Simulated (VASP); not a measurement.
# Mo3Rh (Pm-3m) in VASP: further runs

Mo3Rh is run at these levels: PBE; tasks: single point, relaxation of cell and atoms.

Program: VASP 6.6.1. These are calculated values, not measurements. Logs are shortened: lines on timing, memory, paths and dates and some standing lists are left out, and cuts for length are marked.

## 1. The cell of the first run

It takes space group Pm-3m (No. 221, cubic). Conventional cell: a = 3.944 Å, b = 3.944 Å, c = 3.944 Å, α = 90.00°, β = 90.00°, γ = 90.00°. Within 3.7 Å of Mo (site symmetry 4/mmm) lie 8 Mo at 2.79 Å and 4 Rh at 2.79 Å. Rh (site symmetry m-3m) has 12 Mo at 2.79 Å within 3.7 Å.

The cell was built from a structure type or drawn by symmetry, and may not be a known phase.

## 2. Single point, PBE

INCAR reads:

```
SYSTEM = Mo3Rh
PREC = Accurate
ENCUT = 520
EDIFF = 1E-7
ISMEAR = 0
SIGMA = 0.1
LREAL = .FALSE.
LASPH = .TRUE.
NELM = 100
ALGO = Fast
ISIF = 2
LWAVE = .FALSE.
LCHARG = .TRUE.
GGA = PE
LELF = .TRUE.
LVHAR = .TRUE.
NBANDS = 36
```

KPOINTS reads:

```
Automatic mesh
0
G
  12 12 12
  0 0 0
```

POSCAR reads:

```
Mo3Rh
1.0
    3.9444322456      0.0000000000      0.0000000000
    0.0000000000      3.9444322456      0.0000000000
    0.0000000000      0.0000000000      3.9444322456
Mo Rh
3 1
Direct
    0.0000000000      0.5000000000      0.5000000000
    0.5000000000      0.0000000000      0.5000000000
    0.5000000000      0.5000000000      0.0000000000
    0.0000000000      0.0000000000      0.0000000000
```

Potentials or basis: VASP PAW PBE potentials, release 64 (Mo_sv, Rh_pv).

Command:

```bash
$ cat potpaw_PBE.64/Mo_sv/POTCAR potpaw_PBE.64/Rh_pv/POTCAR > POTCAR
$ mpirun -np 1 vasp_std > vasp.out
```

OUTCAR:

```text
SYSTEM = Mo3Rh
   PREC = Accurate
   ENCUT = 520
   EDIFF = 1E-7
   ISMEAR = 0
   LREAL = .FALSE.
   LASPH = .TRUE.
   NELM = 100
   ISIF = 2
   GGA = PE

 ion  position               nearest neighbor table
   1  0.000  0.500  0.500-   2 2.79   3 2.79   4 2.79   3 2.79   4 2.79   2 2.79   4 2.79   4 2.79
                             2 2.79   3 2.79   3 2.79   2 2.79
   2  0.500  0.000  0.500-   1 2.79   3 2.79   4 2.79   3 2.79   4 2.79   1 2.79   3 2.79   3 2.79
                             1 2.79   4 2.79   4 2.79   1 2.79
   3  0.500  0.500  0.000-   1 2.79   2 2.79   4 2.79   1 2.79   2 2.79   2 2.79   4 2.79   2 2.79
                             1 2.79   4 2.79   1 2.79   4 2.79
   4  0.000  0.000  0.000-   1 2.79   2 2.79   3 2.79   1 2.79   2 2.79   1 2.79   3 2.79   1 2.79
                             2 2.79   3 2.79   2 2.79   3 2.79

  LATTYP: Found a simple cubic cell.
 ALAT       =     3.9444322456

  Lattice vectors:

 A1 = (   3.9444322456,   0.0000000000,   0.0000000000)
 A2 = (   0.0000000000,   3.9444322456,   0.0000000000)
 A3 = (   0.0000000000,   0.0000000000,   3.9444322456)

Analysis of symmetry for initial positions (statically):
=====================================================================
 Subroutine PRICEL returns:
 Original cell was already a primitive cell.

 Routine SETGRP: Setting up the symmetry group for a
 simple cubic supercell.

 Subroutine GETGRP returns: Found 48 space group operations
 (whereof 48 operations were pure point group operations)
 out of a pool of 48 trial point group operations.

The static configuration has the point symmetry O_h .

Analysis of symmetry for dynamics (positions and initial velocities):
=====================================================================
 Subroutine PRICEL returns:
 Original cell was already a primitive cell.

 Routine SETGRP: Setting up the symmetry group for a
 simple cubic supercell.

 Subroutine GETGRP returns: Found 48 space group operations
 (whereof 48 operations were pure point group operations)
 out of a pool of 48 trial point group operations.

The dynamic configuration has the point symmetry O_h .

 Subroutine INISYM returns: Found 48 space group operations
 (whereof 48 operations are pure point group operations),
 and found     1 'primitive' translations

----------------------------------------------------------------------------------------

                                     Primitive cell

  volume of cell :      61.3696

[... 95 lines left out ...]
   NSW    =      0    number of steps for IOM
   IBRION =     -1    ionic relax: 0-MD 1-quasi-New 2-CG
   NFREE  =      0    steps in history (QN), initial steepest desc. (CG)
   ISIF   =      2    stress and relaxation
   ISYM   =      2    0-nonsym 1-usesym 2-fastsym
   POTIM  = 0.5000    time-step for ionic-motion
   TEBEG  =    0.0;   TEEND  =   0.0 temperature during run
   PSTRESS=    0.0 pullay stress
   NELECT =      57.0000    total number of electrons
   NUPDOWN=      -1.0000    fix difference up-down
   EMIN   =  10.00;   EMAX   =-10.00  energy-range for DOS
   EFERMI =   0.00;   METHOD = LEGACY
   ISMEAR =     0;   SIGMA  =   0.10  broadening in eV -4-tet -1-fermi 0-gaus
   EFERMI_NEDOS =   21; number of points for ismear=-14 and -15
   IALGO  =     68    algorithm
   IMIX   =      4    mixing-type and parameters
     AMIX     =   0.40;   BMIX     =  1.00
     AMIX_MAG =   1.60;   BMIX_MAG =  1.00
  volume/ion in A,a.u.               =      15.34       103.54
  Fermi-wavevector in a.u.,A,eV,Ry     =   1.597283  3.018428 34.712733  2.551314
  Thomas-Fermi vector in A             =   2.694914
   LORBIT       =      0    0 simple, 1 ext, 2 COOP (PROOUT), +10 PAW based schemes
   GGA     = PE    functional components
   LHFCALC =     F    Hartree Fock is set to
   AEXX    =    0.0000 exact exchange contribution
   IVDW    =     0    specifies the selected vdW correction
   LEPSILON=     F    determine dielectric tensor
   LRPA    =     F    only Hartree local field effects (RPA)
 non-spin polarized calculation
 RMM-DIIS sequential band-by-band and
 Gauss-broadening in eV      SIGMA  =   0.10
  energy-cutoff  :      520.00
  volume of cell :       61.37
 maximum number of plane-waves:      1675
 NGX is ok and might be reduce to    30
   NGX = 15   NGY = 15   NGZ = 15

 number of electron      56.9999997 magnetization

 Free energy of the ion-electron system (eV)
  ---------------------------------------------------
  ext. energy  EPLUGINS =         0.00000000
  ---------------------------------------------------
  free energy    TOTEN  =       -39.78165384 eV

  energy without entropy =      -39.75776369  energy(sigma->0) =      -39.76970876

 E-fermi :  11.8992     XC(G=0): -13.4558

 val. band max:       11.8919539901   @ k =   0.5000   0.3333   0.0833
 cond. band min:      11.9032758757   @ k =   0.4167   0.0000   0.0000
 fundamental gap:      0.0113218856
 Fermi energy:        11.8992257174

 k-point     1 :       0.0000    0.0000    0.0000
  band No.  band energies     occupation
      1     -48.9054      2.00000
      2     -48.6418      2.00000
      3     -48.6418      2.00000
      4     -34.4503      2.00000
      5     -34.4503      2.00000
      6     -34.4503      2.00000
[... 925 lines left out ...]
     35      14.5170      0.00000
     36      15.2077      0.00000

 [... further k-points ...]

------------------------ aborting loop because EDIFF is reached ----------------------------------------

  FORCE on cell =-STRESS in cart. coord.  units (eV):
  Direction    XX          YY          ZZ          XY          YZ          ZX
  --------------------------------------------------------------------------------------
  -------------------------------------------------------------------------------------
  Total        0.1563080      0.1563080      0.1563080      0.0000000     -0.0000000     -0.0000000
  in kB        4.0807350      4.0807350      4.0807350      0.0000000     -0.0000000     -0.0000000
  external PRESSURE =       4.0807350 kB  Pullay stress =       0.0000000 kB

 VOLUME and BASIS-vectors are now :
 -----------------------------------------------------------------------------
  energy-cutoff  :      520.00
  volume of cell :       61.37
      direct lattice vectors                 reciprocal lattice vectors
     3.944432246  0.000000000  0.000000000     0.253521911  0.000000000  0.000000000
     0.000000000  3.944432246  0.000000000     0.000000000  0.253521911  0.000000000
     0.000000000  0.000000000  3.944432246     0.000000000  0.000000000  0.253521911

 POSITION                                       TOTAL-FORCE (eV/Angst)
 -----------------------------------------------------------------------------------
      0.00000      1.97222      1.97222         0.000000      0.000000      0.000000
      1.97222      0.00000      1.97222         0.000000      0.000000      0.000000
      1.97222      1.97222      0.00000         0.000000      0.000000      0.000000
      0.00000      0.00000      0.00000         0.000000      0.000000      0.000000
 -----------------------------------------------------------------------------------
    total drift:                                0.000000      0.000000     -0.000000

  FREE ENERGIE OF THE ION-ELECTRON SYSTEM (eV)
  ---------------------------------------------------
  free  energy   TOTEN  =       -39.7816538397 eV

  energy  without entropy=      -39.7577636877  energy(sigma->0) =      -39.76970876
```

It took 98 s on 1 thread of Intel Xeon 6975P-C (Granite Rapids), shared host; peak memory 0.27 GiB.

Results:

- Free energy: -39.7817 eV
- Pressure: 0.4 GPa
- Band gap on the k mesh: zero (an odd number of electrons rules out a gap without spin polarisation)

## 3. Relaxation of cell and atoms, PBE

This run uses another cell than the first one, of 15.39 Å³/atom.

INCAR reads:

```
SYSTEM = Mo3Rh
PREC = Accurate ; ENCUT = 600
EDIFF = 1E-7 ; ISMEAR = 0
SIGMA = 0.1 ; LREAL = .FALSE.
LASPH = .TRUE. ; NELM = 60
ALGO = Fast ; ISIF = 3
LWAVE = .FALSE. ; LCHARG = .FALSE.
GGA = PE ; IBRION = 2
NSW = 100 ; EDIFFG = -0.01
```

KPOINTS is that of step 2.

POSCAR reads:

```
Mo3Rh
1.0
    3.9482848211      0.0000000000      0.0000000000
    0.0000000000      3.9482848211      0.0000000000
    0.0000000000      0.0000000000      3.9482848211
Mo Rh
3 1
Direct
    0.0000000000      0.5000000000      0.5000000000
    0.5000000000      0.0000000000      0.5000000000
    0.5000000000      0.5000000000      0.0000000000
    0.0000000000      0.0000000000      0.0000000000
```

Potentials or basis: VASP PAW PBE potentials, release 64 (Mo_sv, Rh_pv).

Command:

```bash
$ cat potpaw_PBE.64/Mo_sv/POTCAR potpaw_PBE.64/Rh_pv/POTCAR > POTCAR
$ mpirun -np 1 vasp_std > vasp.out
```

Wall time 2.9 min (1 thread of Intel Xeon 6975P-C (Granite Rapids), shared host); peak memory 0.31 GiB.

The run converged. Its results:

| Quantity | Value |
| --- | --- |
| Free energy | -39.7823 eV |
| Relaxed volume | 15.36 Å³/atom |
| Relaxed cell | a = 3.946 Å, b = 3.946 Å, c = 3.946 Å, α = 90.00°, β = 90.00°, γ = 90.00° |
| Space group after relaxing (to 0.1 Å) | Pm-3m (No. 221) |
| Energy gained by relaxing | 0.0 meV/atom |
| Ionic steps | 3 |
| Pressure after relaxing | 0.0 GPa |
| Band gap on the k mesh | zero (an odd number of electrons rules out a gap without spin polarisation) |

Step by step:
```
step  energy change (eV)  largest force (eV/Å)  pressure (GPa)  volume (Å³)
   1              0.0000                0.0000           -0.46        61.55
   2              0.0008                0.0000            1.17        61.16
   3             -0.0002                0.0000            0.00        61.44
```

Final structure:
```xyz
4
Lattice="3.9459 0.0000 0.0000 0.0000 3.9459 0.0000 0.0000 0.0000 3.9459" Properties=species:S:1:pos:R:3 pbc="T T T"
Mo    0.0000    1.9730    1.9730
Mo    1.9730    0.0000    1.9730
Mo    1.9730    1.9730    0.0000
Rh    0.0000    0.0000    0.0000
```

Levels at points of the mesh, in eV from the Fermi level:
```csv
k point,band 24,band 25,band 26,band 27,band 28,band 29,band 30,band 31,band 32,band 33
"(0.00, 0.00, 0.00)",-1.47,-1.47,0.64,0.64,2.96,2.96,2.96,3.21,3.21,3.87
"(0.50, 0.00, 0.00)",-2.05,-2.05,-1.49,0.08,0.18,0.18,0.72,1.22,1.22,1.26
"(0.50, 0.50, 0.00)",-1.98,-1.92,-1.85,-1.85,-1.74,0.53,0.53,0.56,0.56,0.57
"(0.50, 0.50, 0.50)",-1.68,-0.99,-0.99,-0.99,1.30,1.30,1.30,1.75,2.66,2.66
```
